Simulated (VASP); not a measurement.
# TbBeC (P-6m2) in VASP: notebook, part 2 of 2

VASP 6.6.1. Earlier steps stand in the parts before.

## 3. Single point, PBE

This run uses another cell than the first one, of 13.90 Å³/atom.

Contents of INCAR:

```
SYSTEM = TbBeC
  PREC = Accurate
  ENCUT = 600
  EDIFF = 1E-6
  ISMEAR = 0
  SIGMA = 0.1
  LREAL = .False.
  LASPH = .True.
  NELM = 200
  ALGO = Normal
  ISIF = 2
  LWAVE = .False.
  LCHARG = .True.
  GGA = PE
  LELF = .True.
  LVHAR = .True.
  NBANDS = 14
  GGA_COMPAT = .False.
  LMAXMIX = 6
```

Contents of KPOINTS:

```
Automatic mesh
0
Gamma
  6 6 6
  0 0 0
```

Contents of POSCAR:

```
TbBeC
1.0
    3.6624283700      0.0000000000      0.0000000000
   -1.8312141800      3.1717560000      0.0000000000
    0.0000000000      0.0000000000      3.5907691200
Tb Be C
1 1 1
Direct
    0.6666666700      0.3333333300      0.0000000000
    0.3333333300      0.6666666700      0.5000000000
    0.0000000000      0.0000000000      0.5000000000
```

Potentials or basis: VASP PAW PBE potentials, release 64 (Tb_3, Be, C), 4f in core.

On the command line:

```sh
$ cat potpaw_PBE.64/Tb_3/POTCAR potpaw_PBE.64/Be/POTCAR potpaw_PBE.64/C/POTCAR > POTCAR
$ mpirun -np 1 vasp_std > vasp.out
```

OUTCAR:

```text
SYSTEM = TbBeC
   PREC = Accurate
   ENCUT = 600
   EDIFF = 1E-6
   ISMEAR = 0
   LREAL = .False.
   LASPH = .True.
   NELM = 200
   ISIF = 2
   GGA = PE

 ion  position               nearest neighbor table
   1  0.667  0.333  0.000-   2 2.77   2 2.77   3 2.77   3 2.77   2 2.77   2 2.77   3 2.77   3 2.77
                             3 2.77   3 2.77   2 2.77   2 2.77
   2  0.333  0.667  0.500-   3 2.11   3 2.11   3 2.11   1 2.77   1 2.77   1 2.77   1 2.77   1 2.77
                             1 2.77
   3  0.000  0.000  0.500-   2 2.11   2 2.11   2 2.11   1 2.77   1 2.77   1 2.77   1 2.77   1 2.77
                             1 2.77

  LATTYP: Found a hexagonal cell.
 ALAT       =     3.6624283700
 C/A-ratio  =     0.9804339518

  Lattice vectors:

 A1 = (   3.6624283700,   0.0000000000,   0.0000000000)
 A2 = (  -1.8312141800,   3.1717560000,   0.0000000000)
 A3 = (   0.0000000000,   0.0000000000,   3.5907691200)

Analysis of symmetry for initial positions (statically):
=====================================================================
 Subroutine PRICEL returns:
 Original cell was already a primitive cell.

 Routine SETGRP: Setting up the symmetry group for a
 hexagonal supercell.

[... 188 lines left out ...]
     11       8.7683      0.00000
     12       9.8306      0.00000
     13       9.8306      0.00000
     14      11.5915      0.00000
[... 377 lines left out ...]
      1     -17.4593      2.00000
      2     -17.1991      2.00000
      3     -16.9137      2.00000
      4      -4.9143      2.00000
      5       1.0680      2.00000
      6       1.6248      2.00000
      7       1.8957      2.00000
      8       4.1065      2.00000
      9       7.5130      0.00000
     10       9.4365      0.00000
     11       9.9951      0.00000
     12      10.6848      0.00000
     13      12.1008      0.00000
     14      12.7944      0.00000

 [... further k-points ...]

------------------------ aborting loop because EDIFF is reached ----------------------------------------

  FORCE on cell =-STRESS in cart. coord.  units (eV):
  Direction    XX          YY          ZZ          XY          YZ          ZX
  --------------------------------------------------------------------------------------
  -------------------------------------------------------------------------------------
  Total       -5.4924268     -5.4924267      1.6709083     -0.0000000     -0.0000000      0.0000000
  in kB     -210.9689133   -210.9689122     64.1810472     -0.0000003     -0.0000000      0.0000000
  external PRESSURE =    -119.2522594 kB  Pullay stress =       0.0000000 kB

 VOLUME and BASIS-vectors are now :
 -----------------------------------------------------------------------------
  energy-cutoff  :      600.00
  volume of cell :       41.71
      direct lattice vectors                 reciprocal lattice vectors
     3.662428370  0.000000000  0.000000000     0.273042883  0.157641382  0.000000000
    -1.831214180  3.171756000  0.000000000     0.000000000  0.315282765  0.000000000
     0.000000000  0.000000000  3.590769120     0.000000000  0.000000000  0.278491868

 POSITION                                       TOTAL-FORCE (eV/Angst)
 -----------------------------------------------------------------------------------
      1.83121      1.05725      0.00000         0.000000     -0.000000      0.000000
     -0.00000      2.11450      1.79538        -0.000000      0.000000      0.000000
      0.00000      0.00000      1.79538         0.000000     -0.000000      0.000000
 -----------------------------------------------------------------------------------
    total drift:                               -0.000003      0.000002      0.000000

  FREE ENERGIE OF THE ION-ELECTRON SYSTEM (eV)
  ---------------------------------------------------
  free  energy   TOTEN  =       -17.7215514019 eV

  energy  without entropy=      -17.7166119199  energy(sigma->0) =      -17.71908166
```

OSZICAR:

```text
N       E                     dE             d eps       ncg     rms          rms(c)
DAV:   1     0.433120526595E+02    0.43312E+02   -0.71389E+03   784   0.104E+03
DAV:   2    -0.147302751162E+02   -0.58042E+02   -0.54407E+02   832   0.245E+02
DAV:   3    -0.184669700903E+02   -0.37367E+01   -0.36209E+01  1138   0.413E+01
DAV:   4    -0.185567934768E+02   -0.89823E-01   -0.89670E-01   874   0.639E+00
DAV:   5    -0.185581925893E+02   -0.13991E-02   -0.13988E-02  1078   0.725E-01    0.256E+01
DAV:   6    -0.177480307010E+02    0.81016E+00   -0.25381E+00  1054   0.916E+00    0.193E+01
DAV:   7    -0.177231531937E+02    0.24878E-01   -0.25778E-01   912   0.343E+00    0.101E+01
DAV:   8    -0.177260390019E+02   -0.28858E-02   -0.65667E-02  1074   0.173E+00    0.119E+00
DAV:   9    -0.177218465295E+02    0.41925E-02   -0.17087E-02   946   0.666E-01    0.476E-01
DAV:  10    -0.177215471143E+02    0.29942E-03   -0.19724E-03  1046   0.339E-01    0.976E-02
DAV:  11    -0.177215500215E+02   -0.29072E-05   -0.12333E-04   958   0.905E-02    0.285E-02
DAV:  12    -0.177215514497E+02   -0.14282E-05   -0.61274E-06   958   0.192E-02    0.542E-03
DAV:  13    -0.177215514019E+02    0.47790E-07   -0.53235E-07   572   0.557E-03
   1 F= -.17721551E+02 E0= -.17719082E+02  d E =-.493948E-02
```

Run time: 9.6 s. Hardware: 1 thread of Intel Xeon 6975P-C (Granite Rapids), shared host; peak memory 0.18 GiB.

What came out:

```
Free energy            : -17.7216 eV
Pressure               : -11.9 GPa
Band gap on the k mesh : zero (an odd number of electrons rules out a gap without spin polarisation)
```

Stress tensor (GPa, compression positive):
```
-21.10   0.00   0.00
  0.00 -21.10   0.00
  0.00   0.00   6.42
```

Caveat: the cell stands under tension; spin-orbit coupling is left out, which moves the levels of the heavy elements; the 4f electrons are frozen in the core, so they carry no moment and show no levels.

## 4. Relaxation of cell and atoms, PBE

This run uses another cell than the first one, of 13.90 Å³/atom.

Contents of INCAR:

```
SYSTEM = TbBeC
ALGO = Normal ; EDIFF = 1E-7
EDIFFG = -0.04 ; ENCUT = 600
GGA = PE ; GGA_COMPAT = .FALSE.
IBRION = 2 ; ISIF = 3
ISMEAR = 0 ; LASPH = .TRUE.
LCHARG = .FALSE. ; LMAXMIX = 6
LREAL = .FALSE. ; LWAVE = .FALSE.
NELM = 200 ; NELMIN = 4
NSW = 90 ; PREC = Accurate
SIGMA = 0.1
```

Contents of KPOINTS:

```
k-points
0
G
  6 6 6
  0 0 0
```

POSCAR is that of step 3.

Potentials or basis: VASP PAW PBE potentials, release 64 (Tb_3, Be, C), 4f in core.

On the command line:

```sh
$ cat potpaw_PBE.64/Tb_3/POTCAR potpaw_PBE.64/Be/POTCAR potpaw_PBE.64/C/POTCAR > POTCAR
$ mpirun -np 1 vasp_std > vasp.out
```

OUTCAR:

```text
SYSTEM = TbBeC
   EDIFF = 1E-7
   EDIFFG = -0.04
   ENCUT = 600
   GGA = PE
   IBRION = 2
   ISIF = 3
   ISMEAR = 0
   LASPH = .TRUE.
   LREAL = .FALSE.
   NELM = 200
   NELMIN = 4
   NSW = 90
   PREC = Accurate

 ion  position               nearest neighbor table
   1  0.667  0.333  0.000-   2 2.77   2 2.77   3 2.77   3 2.77   2 2.77   2 2.77   3 2.77   3 2.77
                             3 2.77   3 2.77   2 2.77   2 2.77
   2  0.333  0.667  0.500-   3 2.11   3 2.11   3 2.11   1 2.77   1 2.77   1 2.77   1 2.77   1 2.77
                             1 2.77
   3  0.000  0.000  0.500-   2 2.11   2 2.11   2 2.11   1 2.77   1 2.77   1 2.77   1 2.77   1 2.77
                             1 2.77

  LATTYP: Found a hexagonal cell.
 ALAT       =     3.6624283700
 C/A-ratio  =     0.9804339518

  Lattice vectors:

 A1 = (   3.6624283700,   0.0000000000,   0.0000000000)
 A2 = (  -1.8312141800,   3.1717560000,   0.0000000000)
 A3 = (   0.0000000000,   0.0000000000,   3.5907691200)

Analysis of symmetry for initial positions (statically):
=====================================================================
 Subroutine PRICEL returns:
 Original cell was already a primitive cell.

 Routine SETGRP: Setting up the symmetry group for a
 hexagonal supercell.

 Subroutine GETGRP returns: Found 12 space group operations
 (whereof 12 operations were pure point group operations)
 out of a pool of 24 trial point group operations.

The static configuration has the point symmetry D_3h.

Analysis of symmetry for dynamics (positions and initial velocities):
=====================================================================
 Subroutine PRICEL returns:
 Original cell was already a primitive cell.

 Routine SETGRP: Setting up the symmetry group for a
 hexagonal supercell.

 Subroutine GETGRP returns: Found 12 space group operations
 (whereof 12 operations were pure point group operations)
 out of a pool of 24 trial point group operations.
[... 144 lines left out ...]

 number of electron      14.9999999 magnetization

 Free energy of the ion-electron system (eV)
  ---------------------------------------------------
  ext. energy  EPLUGINS =         0.00000000
  ---------------------------------------------------
  free energy    TOTEN  =       -17.72155145 eV

  energy without entropy =      -17.71661230  energy(sigma->0) =      -17.71908188

------------------------ aborting loop because EDIFF is reached ----------------------------------------

  FORCE on cell =-STRESS in cart. coord.  units (eV):
  Direction    XX          YY          ZZ          XY          YZ          ZX
  --------------------------------------------------------------------------------------
  -------------------------------------------------------------------------------------
  Total       -5.4921583     -5.4921582      1.6709596     -0.0000000      0.0000000      0.0000000
  in kB     -210.9586002   -210.9585992     64.1830208     -0.0000003      0.0000000      0.0000000
  external PRESSURE =    -119.2447262 kB  Pullay stress =       0.0000000 kB
[... 135 lines left out ...]
--------------------------------------- Ionic step        5  -------------------------------------------

 number of electron      15.0000001 magnetization

 Free energy of the ion-electron system (eV)
  ---------------------------------------------------
  ext. energy  EPLUGINS =         0.00000000
  ---------------------------------------------------
  free energy    TOTEN  =       -18.25072468 eV

  energy without entropy =      -18.24443017  energy(sigma->0) =      -18.24757742

 E-fermi :   5.1373     XC(G=0): -11.4259

 val. band max:        5.1218481571   @ k =   0.3333   0.3333   0.5000
 cond. band min:       5.1449860150   @ k =   0.3333   0.3333   0.3333
 fundamental gap:      0.0231378579
 Fermi energy:         5.1373085127

 k-point     1 :       0.0000    0.0000    0.0000
  band No.  band energies     occupation
      1     -16.3053      2.00000
      2     -15.8127      2.00000
      3     -15.8127      2.00000
      4      -6.1447      2.00000
      5       4.0141      2.00000
      6       4.0141      2.00000
      7       4.0552      2.00000
      8       4.1488      2.00000
      9       8.6943      0.00000
     10       9.6913      0.00000
     11       9.6913      0.00000
[... 309 lines left out ...]
 k-point    24 :       0.3333    0.0000    0.5000
  band No.  band energies     occupation
      1     -16.5804      2.00000
      2     -16.4609      2.00000
      3     -15.9638      2.00000
      4      -4.5395      2.00000
      5       1.6090      2.00000
      6       2.2053      2.00000
      7       2.8552      2.00000
      8       4.9288      1.99681
      9       9.0777      0.00000
     10      10.2578      0.00000
     11      10.9441      0.00000

 [... further k-points ...]

------------------------ aborting loop because EDIFF is reached ----------------------------------------

  FORCE on cell =-STRESS in cart. coord.  units (eV):
  Direction    XX          YY          ZZ          XY          YZ          ZX
  --------------------------------------------------------------------------------------
  -------------------------------------------------------------------------------------
  Total        0.0581831      0.0581831      0.0166634      0.0000000      0.0000000     -0.0000000
  in kB        2.4880613      2.4880613      0.7125726      0.0000000      0.0000000     -0.0000000
  external PRESSURE =       1.8962317 kB  Pullay stress =       0.0000000 kB
[... 18 lines left out ...]
  FREE ENERGIE OF THE ION-ELECTRON SYSTEM (eV)
  ---------------------------------------------------
  free  energy   TOTEN  =       -18.2507246763 eV

  energy  without entropy=      -18.2444301733  energy(sigma->0) =      -18.24757742

 reached required accuracy - stopping structural energy minimisation
```

Run time: 30 s. Hardware: 1 thread of Intel Xeon 6975P-C (Granite Rapids), shared host; peak memory 0.2 GiB.

What came out:

```
Free energy                           : -18.2507 eV
Relaxed volume                        : 12.49 Å³/atom
Relaxed cell                          : a = 3.364 Å, b = 3.364 Å, c = 3.823 Å, α = 90.00°, β = 90.00°, γ = 120.00°
Space group after relaxing (to 0.1 Å) : P-6m2 (No. 187)
Energy gained by relaxing             : 176.4 meV/atom
Ionic steps                           : 5
Pressure after relaxing               : 0.2 GPa
Band gap on the k mesh                : zero (an odd number of electrons rules out a gap without spin polarisation)
```

Step by step:
| step | energy change (eV) | largest force (eV/Å) | pressure (GPa) | volume (Å³) |
| --- | --- | --- | --- | --- |
| 1 | 0.0000 | 0.0000 | -11.92 | 41.71 |
| 2 | -0.4690 | 0.0000 | 8.07 | 35.60 |
| 3 | -0.4796 | 0.0000 | 5.18 | 36.26 |
| 4 | -0.5286 | 0.0000 | -0.30 | 37.60 |
| 5 | -0.5292 | 0.0000 | 0.19 | 37.47 |

Final structure:
```yaml
crystal:
  lattice:
    - [3.36384, 0.00000, 0.00000]
    - [-1.68192, 2.91317, 0.00000]
    - [0.00000, 0.00000, 3.82336]
  atoms:
    - { symbol: Tb, position: [0.66667, 0.33333, 0.00000] }
    - { symbol: Be, position: [0.33333, 0.66667, 0.50000] }
    - { symbol: C, position: [0.00000, 0.00000, 0.50000] }
```

Levels at points of the mesh, in eV from the Fermi level:
| k point | band 4 | band 5 | band 6 | band 7 | band 8 | band 9 | band 10 | band 11 |
| --- | --- | --- | --- | --- | --- | --- | --- | --- |
| (0.00, 0.00, 0.00) | -11.28 | -1.12 | -1.12 | -1.08 | -0.99 | 3.56 | 4.55 | 4.55 |
| (0.50, 0.00, 0.00) | -9.33 | -5.20 | -2.31 | -1.52 | -0.57 | 3.21 | 4.60 | 5.78 |
| (0.00, 0.00, 0.50) | -9.69 | -5.11 | -0.37 | -0.37 | 2.78 | 2.78 | 3.22 | 3.22 |
| (0.50, 0.00, 0.50) | -9.67 | -4.23 | -2.67 | -2.54 | -0.08 | 4.05 | 5.74 | 7.70 |

Caveat: spin-orbit coupling is left out, which moves the levels of the heavy elements; the 4f electrons are frozen in the core, so they carry no moment and show no levels. Spin polarisation is off, so any magnetic state and its effect on volume and gap are missing.

## 5. Overview

```tsv
task	cell	gap on the mesh (eV)	pressure (GPa)
single point	a = 3.363, b = 3.363, c = 3.817 Å, angles 90.0, 90.0, 120.0°, 3 atoms	none	0.5
single point	a = 3.662, b = 3.662, c = 3.591 Å, angles 90.0, 90.0, 120.0°, 3 atoms	none	-11.9
relaxation of cell and atoms	relaxed from a = 3.662, b = 3.662, c = 3.591 Å, angles 90.0, 90.0, 120.0°, 3 atoms	none	0.2
```

Alike in all rows: level PBE; potentials or basis VASP PAW PBE potentials, release 64 (Tb_3, Be, C), 4f in core; no spin polarisation; k mesh 6 × 6 × 6; cutoff (eV) 600; smearing gaussian 0.1 eV.

Caveats: spin-orbit coupling is left out, which moves the levels of the heavy elements; the 4f electrons are frozen in the core, so they carry no moment and show no levels; the cell stands under tension (at least some runs).

Total energies depend on the potentials used, so only differences within one code and one set of settings carry meaning.
